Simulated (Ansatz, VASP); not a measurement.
**One calculation of W5C, two programs**

```xyz
6
Lattice="2.8371 0.0000 0.0000 -1.4186 2.4570 0.0000 0.0000 0.0000 12.6039" Properties=species:S:1:pos:R:3 pbc="T T T"
W     0.0000    0.0000    1.4257
W     0.0000    0.0000   11.1782
W     0.0000    1.6380    8.7335
W     0.0000    1.6380    3.8704
W     1.4186    0.8190    6.3020
C     0.0000    1.6380    0.0000
```

Alike in both runs: task relaxation of cell and atoms; functional PBE; k mesh 12 × 12 × 4; occupations gaussian, width 0.1 eV; no spin polarisation.

|  | VASP | Ansatz |
| --- | --- | --- |
| version | VASP 6.6.1 | Ansatz 0.2.0 |
| potentials or method | VASP PAW PBE potentials, release 64 (W_sv, C), cutoff 600 eV | scalar-relativistic, plane waves, PAW |
| valence electrons in the cell | 74 | 74 |

|  | VASP | Ansatz | Ansatz less VASP |
| --- | --- | --- | --- |
| gap on the k mesh at the Fermi level, each at its own relaxed structure (eV) | none | none | - |
| relaxed volume (Å³/atom) | 14.62 | 14.60 | -0.028 |
| relaxed cell length with the largest relative difference (Å) | 2.837 | 2.835 | -0.0018 |

A gap of «none» marks a metal or a gap that the smearing closes.

Neither program's run includes spin-orbit coupling.
